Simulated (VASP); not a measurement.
# SnSe2 (P-3m1) in VASP: notebook, part 2 of 2

VASP 6.6.1. Earlier steps stand in the parts before.

### Step 4. Single point, PBE (strain +0.015 along x and y, +0.015 along z)

File INCAR:

```
SYSTEM = SnSe2
PREC = Accurate ; ENCUT = 520
EDIFF = 1E-6 ; ISMEAR = 0
SIGMA = 0.05 ; LREAL = .FALSE.
LASPH = .TRUE. ; NELM = 60
ALGO = Normal ; ISIF = 2
LWAVE = .FALSE. ; LCHARG = .TRUE.
GGA = PE ; LELF = .TRUE.
LVHAR = .TRUE. ; NBANDS = 20
```

File KPOINTS:

```
Automatic mesh
0
G
  12 12 6
  0 0 0
```

File POSCAR:

```
SnSe2
1.0
    3.8681637633      0.0000000000      0.0000000000
   -1.9340818816      3.3499280850      0.0000000000
    0.0000000000      0.0000000000      6.2290550000
Sn Se
1 2
Direct
    0.0000000000      0.0000000000      0.0000000000
    0.3333333333      0.6666666667      0.2500000000
    0.6666666667      0.3333333333      0.7500000000
```

Potentials or basis: VASP PAW PBE potentials, release 64 (Sn_d, Se).

On the command line:

```console
$ cat potpaw_PBE.64/Sn_d/POTCAR potpaw_PBE.64/Se/POTCAR > POTCAR
$ mpirun -np 1 vasp_std > vasp.out
```

OUTCAR:

```text
SYSTEM = SnSe2
   PREC = Accurate
   ENCUT = 520
   EDIFF = 1E-6
   ISMEAR = 0
   LREAL = .FALSE.
   LASPH = .TRUE.
   NELM = 60
   ISIF = 2
   GGA = PE

 ion  position               nearest neighbor table
   1  0.000  0.000  0.000-   2 2.72   3 2.72   2 2.72   3 2.72   3 2.72   2 2.72
   2  0.333  0.667  0.250-   1 2.72   1 2.72   1 2.72
   3  0.667  0.333  0.750-   1 2.72   1 2.72   1 2.72

  LATTYP: Found a hexagonal cell.
 ALAT       =     3.8681637633
 C/A-ratio  =     1.6103390087

  Lattice vectors:

[... 195 lines left out ...]
      6      -9.9574      2.00000
[... 541 lines left out ...]
     19      11.7481      0.00000
     20      12.6219      0.00000

 [... further k-points ...]
[... 5 lines left out ...]
  --------------------------------------------------------------------------------------
  -------------------------------------------------------------------------------------
  Total        0.7940801      0.7940801      1.5095500      0.0000000      0.0000000      0.0000000
  in kB       15.7620393     15.7620393     29.9637104      0.0000000      0.0000000      0.0000000
  external PRESSURE =      20.4959297 kB  Pullay stress =       0.0000000 kB

 VOLUME and BASIS-vectors are now :
 -----------------------------------------------------------------------------
  energy-cutoff  :      520.00
  volume of cell :       80.72
      direct lattice vectors                 reciprocal lattice vectors
     3.868163763  0.000000000  0.000000000     0.258520596  0.149256935  0.000000000
    -1.934081882  3.349928085  0.000000000     0.000000000  0.298513871  0.000000000
     0.000000000  0.000000000  6.229055000     0.000000000  0.000000000  0.160537995

 POSITION                                       TOTAL-FORCE (eV/Angst)
 -----------------------------------------------------------------------------------
      0.00000      0.00000      0.00000         0.000000     -0.000000      0.000000
     -0.00000      2.23329      1.55726        -0.000000     -0.000000      0.319685
      1.93408      1.11664      4.67179        -0.000000      0.000000     -0.319685
 -----------------------------------------------------------------------------------
    total drift:                                0.000000      0.000000     -0.000000

  FREE ENERGIE OF THE ION-ELECTRON SYSTEM (eV)
  ---------------------------------------------------
  free  energy   TOTEN  =       -11.8382608354 eV

  energy  without entropy=      -11.8382608354  energy(sigma->0) =      -11.83826084
```

Run time: 97 s. Hardware: 1 thread of Intel Xeon Platinum 8488C (Sapphire Rapids), shared host; peak memory 0.3 GiB.

Results:

- Free energy: -11.8383 eV
- Pressure: 2.0 GPa
- Largest force: 0.320 eV/Å
- Band gap on the k mesh: 0.65 eV (least direct gap 0.91 eV)

Forces in eV/Å, atoms in the order of the input:
```
Sn   0.000  0.000  0.000
Se   0.000  0.000  0.320
Se   0.000  0.000 -0.320
```

Levels at points of the mesh, in eV from the valence-band top:
```
           k point  band 11  band 12  band 13  band 14  band 15  band 16
(0.00, 0.00, 0.00)    -0.40    -0.40    -0.07     0.85     2.90     4.52
(0.50, 0.00, 0.00)    -2.54    -1.16    -0.32     1.06     3.70     5.31
(0.00, 0.00, 0.50)    -0.77    -0.25    -0.25     2.21     2.82     4.27
(0.50, 0.00, 0.50)    -1.94    -0.81    -0.69     0.74     4.18     4.78
```

Caveat: the cell differs from its parent crystal (strain +0.015 along x and y, +0.015 along z); semilocal functionals underestimate gaps, and a narrow one can read as zero; spin-orbit coupling is left out, which moves the levels of the heavy elements; this functional lacks dispersion, which binds layers or chains, so the pressure and a relaxed spacing across them are unreliable. A k mesh can miss the band edges.

### Step 5. Single point, PBE (strain +0.030 along x and y, +0.000 along z)

File INCAR:

```
SYSTEM = SnSe2
  ALGO = Normal
  EDIFF = 1E-7
  ENCUT = 520
  GGA = PE
  ISIF = 2
  ISMEAR = 0
  LASPH = .True.
  LCHARG = .False.
  LREAL = .False.
  LWAVE = .False.
  NBANDS = 20
  NELM = 80
  PREC = Accurate
  SIGMA = 0.05
```

File KPOINTS:

```
k-points
0
Gamma
  12 12 6
  0 0 0
```

File POSCAR:

```
SnSe2
1.0
    3.9253287450      0.0000000000      0.0000000000
   -1.9626643725      3.3994344114      0.0000000000
    0.0000000000      0.0000000000      6.1370000000
Sn Se
1 2
Direct
    0.0000000000      0.0000000000      0.0000000000
    0.3333333333      0.6666666667      0.2500000000
    0.6666666667      0.3333333333      0.7500000000
```

Potentials or basis: VASP PAW PBE potentials, release 64 (Sn_d, Se).

On the command line:

```console
$ cat potpaw_PBE.64/Sn_d/POTCAR potpaw_PBE.64/Se/POTCAR > POTCAR
$ mpirun -np 1 vasp_std > vasp.out
```

OUTCAR:

```text
SYSTEM = SnSe2
   EDIFF = 1E-7
   ENCUT = 520
   GGA = PE
   ISIF = 2
   ISMEAR = 0
   LASPH = .True.
   LREAL = .False.
   NELM = 80
   PREC = Accurate

 ion  position               nearest neighbor table
   1  0.000  0.000  0.000-   2 2.74   3 2.74   3 2.74   2 2.74   3 2.74   2 2.74
   2  0.333  0.667  0.250-   1 2.74   1 2.74   1 2.74
   3  0.667  0.333  0.750-   1 2.74   1 2.74   1 2.74

  LATTYP: Found a hexagonal cell.
 ALAT       =     3.9253287450
 C/A-ratio  =     1.5634359308

  Lattice vectors:

 A1 = (   3.9253287450,   0.0000000000,   0.0000000000)
 A2 = (  -1.9626643725,   3.3994344114,   0.0000000000)
 A3 = (   0.0000000000,   0.0000000000,   6.1370000000)

Analysis of symmetry for initial positions (statically):
=====================================================================
 Subroutine PRICEL returns:
 Original cell was already a primitive cell.

 Routine SETGRP: Setting up the symmetry group for a
 hexagonal supercell.

 Subroutine GETGRP returns: Found 12 space group operations
 (whereof 12 operations were pure point group operations)
 out of a pool of 24 trial point group operations.

The static configuration has the point symmetry D_3d.

Analysis of symmetry for dynamics (positions and initial velocities):
=====================================================================
 Subroutine PRICEL returns:
 Original cell was already a primitive cell.

 Routine SETGRP: Setting up the symmetry group for a
 hexagonal supercell.

 Subroutine GETGRP returns: Found 12 space group operations
 (whereof 12 operations were pure point group operations)
 out of a pool of 24 trial point group operations.

The dynamic configuration has the point symmetry D_3d.

 Subroutine INISYM returns: Found 12 space group operations
 (whereof 12 operations are pure point group operations),
[... 107 lines left out ...]
   TEBEG  =    0.0;   TEEND  =   0.0 temperature during run
   PSTRESS=    0.0 pullay stress
   NELECT =      26.0000    total number of electrons
   NUPDOWN=      -1.0000    fix difference up-down
   EMIN   =  10.00;   EMAX   =-10.00  energy-range for DOS
   EFERMI =   0.00;   METHOD = LEGACY
   ISMEAR =     0;   SIGMA  =   0.05  broadening in eV -4-tet -1-fermi 0-gaus
   EFERMI_NEDOS =   21; number of points for ismear=-14 and -15
   IALGO  =     38    algorithm
   IMIX   =      4    mixing-type and parameters
     AMIX     =   0.40;   BMIX     =  1.00
     AMIX_MAG =   1.60;   BMIX_MAG =  1.00
  volume/ion in A,a.u.               =      27.30       184.21
  Fermi-wavevector in a.u.,A,eV,Ry     =   1.116828  2.110499 16.970615  1.247305
  Thomas-Fermi vector in A             =   2.253446
   LORBIT       =      0    0 simple, 1 ext, 2 COOP (PROOUT), +10 PAW based schemes
   GGA     = PE    functional components
   LHFCALC =     F    Hartree Fock is set to
   AEXX    =    0.0000 exact exchange contribution
   IVDW    =     0    specifies the selected vdW correction
   LEPSILON=     F    determine dielectric tensor
   LRPA    =     F    only Hartree local field effects (RPA)
 non-spin polarized calculation
 Gauss-broadening in eV      SIGMA  =   0.05
  energy-cutoff  :      520.00
  volume of cell :       81.89
 maximum number of plane-waves:      2237
 NGX is ok and might be reduce to    30
   NGX = 15   NGY = 15   NGZ = 23

 number of electron      26.0000006 magnetization

 Free energy of the ion-electron system (eV)
  ---------------------------------------------------
  ext. energy  EPLUGINS =         0.00000000
  ---------------------------------------------------
  free energy    TOTEN  =       -11.82805386 eV

  energy without entropy =      -11.82805386  energy(sigma->0) =      -11.82805386

 E-fermi :   4.0130     XC(G=0):  -9.1973

 val. band max:        3.7192677615   @ k =   0.0833  -0.0000   0.0000
 cond. band min:       4.2470707190   @ k =   0.0000   0.4167   0.3333
 fundamental gap:      0.5278029575
 Fermi energy:         4.0129582949

 k-point     1 :       0.0000    0.0000    0.0000
  band No.  band energies     occupation
      1     -17.6420      2.00000
      2     -17.6420      2.00000
      3     -17.6193      2.00000
      4     -17.6052      2.00000
      5     -17.6052      2.00000
      6      -9.9853      2.00000
[... 541 lines left out ...]
     19      11.6252      0.00000
     20      12.3354      0.00000

 [... further k-points ...]
[... 5 lines left out ...]
  --------------------------------------------------------------------------------------
  -------------------------------------------------------------------------------------
  Total        0.0531570      0.0531570      1.5190557     -0.0000000      0.0000000      0.0000000
  in kB        1.0399978      1.0399978     29.7197702     -0.0000000      0.0000000      0.0000000
  external PRESSURE =      10.5999220 kB  Pullay stress =       0.0000000 kB

 VOLUME and BASIS-vectors are now :
 -----------------------------------------------------------------------------
  energy-cutoff  :      520.00
  volume of cell :       81.89
      direct lattice vectors                 reciprocal lattice vectors
     3.925328745  0.000000000  0.000000000     0.254755733  0.147083291  0.000000000
    -1.962664372  3.399434411  0.000000000     0.000000000  0.294166582  0.000000000
     0.000000000  0.000000000  6.137000000     0.000000000  0.000000000  0.162946065

 POSITION                                       TOTAL-FORCE (eV/Angst)
 -----------------------------------------------------------------------------------
      0.00000      0.00000      0.00000         0.000000      0.000000      0.000000
     -0.00000      2.26629      1.53425        -0.000000      0.000000      0.342983
      1.96266      1.13314      4.60275         0.000000     -0.000000     -0.342983
 -----------------------------------------------------------------------------------
    total drift:                                0.000000      0.000000     -0.000000

  FREE ENERGIE OF THE ION-ELECTRON SYSTEM (eV)
  ---------------------------------------------------
  free  energy   TOTEN  =       -11.8280538591 eV

  energy  without entropy=      -11.8280538591  energy(sigma->0) =      -11.82805386
```

OSZICAR:

```text
N       E                     dE             d eps       ncg     rms          rms(c)
DAV:   1     0.205986117710E+03    0.20599E+03   -0.12067E+04  4084   0.145E+03
DAV:   2     0.118014722622E+02   -0.19418E+03   -0.18704E+03  4308   0.383E+02
DAV:   3    -0.112434615933E+02   -0.23045E+02   -0.22507E+02  4888   0.113E+02
DAV:   4    -0.120836674382E+02   -0.84021E+00   -0.83862E+00  4768   0.228E+01
DAV:   5    -0.121044939142E+02   -0.20826E-01   -0.20825E-01  5504   0.376E+00    0.476E+00
DAV:   6    -0.118418290842E+02    0.26266E+00   -0.55785E-01  6000   0.744E+00    0.307E+00
DAV:   7    -0.118272479125E+02    0.14581E-01   -0.15457E-01  4672   0.236E+00    0.104E+00
DAV:   8    -0.118274264415E+02   -0.17853E-03   -0.12132E-02  4920   0.104E+00    0.267E-01
DAV:   9    -0.118279990143E+02   -0.57257E-03   -0.15670E-03  4592   0.317E-01    0.841E-02
DAV:  10    -0.118280182210E+02   -0.19207E-04   -0.13323E-04  5272   0.774E-02    0.326E-02
DAV:  11    -0.118280525719E+02   -0.34351E-04   -0.45116E-05  4444   0.389E-02    0.961E-03
DAV:  12    -0.118280529830E+02   -0.41108E-06   -0.31452E-06  5232   0.114E-02    0.667E-03
DAV:  13    -0.118280536485E+02   -0.66552E-06   -0.23287E-06  4440   0.795E-03    0.290E-03
DAV:  14    -0.118280538051E+02   -0.15661E-06   -0.38864E-08  3756   0.134E-03    0.116E-03
DAV:  15    -0.118280538591E+02   -0.54007E-07   -0.30983E-08  3436   0.119E-03
   1 F= -.11828054E+02 E0= -.11828054E+02  d E =-.624480E-13
```

stdout:

```text
POSCAR found type information on POSCAR SnSe
 POSCAR found :  2 types and       3 ions
 scaLAPACK will be used
 LDA part: xc-table for (Slater+PW92), standard interpolation
 POSCAR, INCAR and KPOINTS ok, starting setup
 FFT: planning ... GRIDC
 FFT: planning ... GRID_SOFT
 FFT: planning ... GRID
 WAVECAR not read
 entering main loop
```

It took 1.8 min on 1 thread of Intel Xeon Platinum 8488C (Sapphire Rapids), shared host; peak memory 0.3 GiB.

What came out:

```yaml
Free_energy: -11.8281 eV
Pressure: 1.1 GPa
Largest_force: 0.343 eV/Å
Band_gap_on_the_k_mesh: 0.53 eV (least direct gap 0.55 eV)
```

Forces in eV/Å, atoms in the order of the input:
```
Sn   0.000  0.000  0.000
Se   0.000  0.000  0.343
Se   0.000  0.000 -0.343
```

Levels at points of the mesh, in eV from the valence-band top:
```tsv
k point	band 11	band 12	band 13	band 14	band 15	band 16
(0.00, 0.00, 0.00)	-0.63	-0.63	-0.01	0.53	2.61	4.28
(0.50, 0.00, 0.00)	-2.72	-1.20	-0.45	0.91	3.54	5.15
(0.00, 0.00, 0.50)	-0.99	-0.47	-0.47	1.90	2.54	4.00
(0.50, 0.00, 0.50)	-1.92	-0.91	-0.85	0.70	4.07	4.78
```

Caveat: the cell differs from its parent crystal (strain +0.030 along x and y, +0.000 along z); semilocal functionals underestimate gaps, and a narrow one can read as zero; spin-orbit coupling is left out, which moves the levels of the heavy elements; this functional lacks dispersion, which binds layers or chains, so the pressure and a relaxed spacing across them are unreliable. A k mesh can miss the band edges.

### Step 6. Single point, PBE (strain +0.015 along x and y, +0.030 along z)

File INCAR:

```
SYSTEM = SnSe2
ALGO = Normal ; EDIFF = 1E-6
ENCUT = 520 ; GGA = PE
ISIF = 2 ; ISMEAR = 0
LASPH = .TRUE. ; LCHARG = .FALSE.
LREAL = .FALSE. ; LWAVE = .FALSE.
NBANDS = 20 ; NELM = 80
PREC = Accurate ; SIGMA = 0.05
```

File KPOINTS:

```
k-points
0
G
  12 12 6
  0 0 0
```

File POSCAR:

```
SnSe2
1.0
    3.8681637633      0.0000000000      0.0000000000
   -1.9340818816      3.3499280850      0.0000000000
    0.0000000000      0.0000000000      6.3211100000
Sn Se
1 2
Direct
    0.0000000000      0.0000000000      0.0000000000
    0.3333333333      0.6666666667      0.2500000000
    0.6666666667      0.3333333333      0.7500000000
```

Potentials or basis: VASP PAW PBE potentials, release 64 (Sn_d, Se).

On the command line:

```console
$ cat potpaw_PBE.64/Sn_d/POTCAR potpaw_PBE.64/Se/POTCAR > POTCAR
$ mpirun -np 1 vasp_std > vasp.out
```

OUTCAR:

```text
SYSTEM = SnSe2
   EDIFF = 1E-6
   ENCUT = 520
   GGA = PE
   ISIF = 2
   ISMEAR = 0
   LASPH = .TRUE.
   LREAL = .FALSE.
   NELM = 80
   PREC = Accurate

 ion  position               nearest neighbor table
   1  0.000  0.000  0.000-   2 2.74   3 2.74   2 2.74   3 2.74   3 2.74   2 2.74
   2  0.333  0.667  0.250-   1 2.74   1 2.74   1 2.74
   3  0.667  0.333  0.750-   1 2.74   1 2.74   1 2.74

  LATTYP: Found a hexagonal cell.
 ALAT       =     3.8681637633
 C/A-ratio  =     1.6341371221

[... 195 lines left out ...]
      4     -17.5997      2.00000
      5     -17.5997      2.00000
      6     -10.0144      2.00000
[... 541 lines left out ...]
     19      11.5932      0.00000
     20      12.5483      0.00000

 [... further k-points ...]
[... 5 lines left out ...]
  --------------------------------------------------------------------------------------
  -------------------------------------------------------------------------------------
  Total        0.4662374      0.4662374      0.7938129      0.0000000      0.0000000     -0.0000000
  in kB        9.1197720      9.1197720     15.5272671      0.0000000      0.0000000     -0.0000000
  external PRESSURE =      11.2556037 kB  Pullay stress =       0.0000000 kB

 VOLUME and BASIS-vectors are now :
 -----------------------------------------------------------------------------
  energy-cutoff  :      520.00
  volume of cell :       81.91
      direct lattice vectors                 reciprocal lattice vectors
     3.868163763  0.000000000  0.000000000     0.258520596  0.149256935  0.000000000
    -1.934081882  3.349928085  0.000000000     0.000000000  0.298513871  0.000000000
     0.000000000  0.000000000  6.321110000     0.000000000  0.000000000  0.158200063

 POSITION                                       TOTAL-FORCE (eV/Angst)
 -----------------------------------------------------------------------------------
      0.00000      0.00000      0.00000         0.000000      0.000000      0.000000
     -0.00000      2.23329      1.58028         0.000000      0.000000      0.115941
      1.93408      1.11664      4.74083        -0.000000     -0.000000     -0.115941
 -----------------------------------------------------------------------------------
    total drift:                                0.000000      0.000000     -0.000000

  FREE ENERGIE OF THE ION-ELECTRON SYSTEM (eV)
  ---------------------------------------------------
  free  energy   TOTEN  =       -11.8552906287 eV

  energy  without entropy=      -11.8552906287  energy(sigma->0) =      -11.85529063
```

stdout:

```text
POSCAR found type information on POSCAR SnSe
 POSCAR found :  2 types and       3 ions
 scaLAPACK will be used
 LDA part: xc-table for (Slater+PW92), standard interpolation
 POSCAR, INCAR and KPOINTS ok, starting setup
 FFT: planning ... GRIDC
 FFT: planning ... GRID_SOFT
 FFT: planning ... GRID
 WAVECAR not read
 entering main loop
```

Wall time 1.7 min (1 thread of Intel Xeon Platinum 8488C (Sapphire Rapids), shared host); peak memory 0.3 GiB.

Results:

```yaml
Free_energy: -11.8553 eV
Pressure: 1.1 GPa
Largest_force: 0.116 eV/Å
Band_gap_on_the_k_mesh: 0.67 eV (least direct gap 1.01 eV)
```

Forces in eV/Å, atoms in the order of the input:
```
Sn   0.000  0.000  0.000
Se   0.000  0.000  0.116
Se   0.000  0.000 -0.116
```

Stress tensor (GPa, compression positive):
```
0.91 0.00 0.00
0.00 0.91 0.00
0.00 0.00 1.55
```

Caveat: the cell differs from its parent crystal (strain +0.015 along x and y, +0.030 along z); semilocal functionals underestimate gaps, and a narrow one can read as zero; spin-orbit coupling is left out, which moves the levels of the heavy elements; this functional lacks dispersion, which binds layers or chains, so the pressure and a relaxed spacing across them are unreliable. A k mesh can miss the band edges.

### Step 7. The runs side by side

```csv
cell,gap on the mesh (eV),pressure (GPa),largest force (eV/Å)
"a = 3.868, b = 3.868, c = 6.137 Å, angles 90.0, 90.0, 120.0°, 3 atoms",0.61,3.0,0.53
"a = 3.925, b = 3.925, c = 6.045 Å, angles 90.0, 90.0, 120.0°, 3 atoms",0.43,2.0,0.54
"a = 3.868, b = 3.868, c = 6.229 Å, angles 90.0, 90.0, 120.0°, 3 atoms",0.65,2.0,0.32
"a = 3.925, b = 3.925, c = 6.137 Å, angles 90.0, 90.0, 120.0°, 3 atoms",0.53,1.1,0.34
"a = 3.868, b = 3.868, c = 6.321 Å, angles 90.0, 90.0, 120.0°, 3 atoms",0.67,1.1,0.12
```

Alike in all rows: task single point; level PBE; potentials or basis VASP PAW PBE potentials, release 64 (Sn_d, Se); no spin polarisation; k mesh 12 × 12 × 6; cutoff (eV) 520; smearing gaussian 0.05 eV.

Caveats: semilocal functionals underestimate gaps, and a narrow one can read as zero; spin-orbit coupling is left out, which moves the levels of the heavy elements; this functional lacks dispersion, which binds layers or chains, so the pressure and a relaxed spacing across them are unreliable; the cell stands under pressure (at least some runs).

Total energies depend on the potentials used, so only differences within one code and one set of settings carry meaning.
